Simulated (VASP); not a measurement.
## HgTe (Coloradoite): single point with PBEsol

Crystal: HgTe (Coloradoite).

```xyz
2
Lattice="0.0000 3.2145 3.2145 3.2145 0.0000 3.2145 3.2145 3.2145 0.0000" Properties=species:S:1:pos:R:3 pbc="T T T"
Hg    0.0000    0.0000    0.0000
Te    4.8217    4.8217    4.8217
```

```
Program             : VASP 6.6.1
Task                : single point
Functional          : PBEsol
Potentials or basis : VASP PAW PBE potentials, release 64 (Hg, Te)
Cutoff              : 520 eV
k mesh              : 7 × 7 × 7
Occupations         : fermi-dirac, width 0.05 eV
Spin                : no spin polarisation
```

```yaml
Pressure: 1.9 GPa
Band_gap_on_the_k_mesh: zero (filled and empty bands touch)
```

Levels at points of the mesh, in eV from the Fermi level:
```tsv
k point	band 5	band 6	band 7	band 8	band 9	band 10	band 11	band 12	band 13	band 14
(0.00, 0.00, 0.00)	-6.93	-6.93	-0.81	-0.04	-0.04	-0.04	4.11	4.11	4.11	6.26
```

It took 12 s on 1 thread of Intel(R) Xeon(R) 6975P-C (Granite Rapids), on a shared host, peak memory 0.2 GiB.

Caveat: the PAW data sets were made with another functional, which shifts forces and pressure a little; spin-orbit coupling is left out, which moves the levels of the heavy elements.
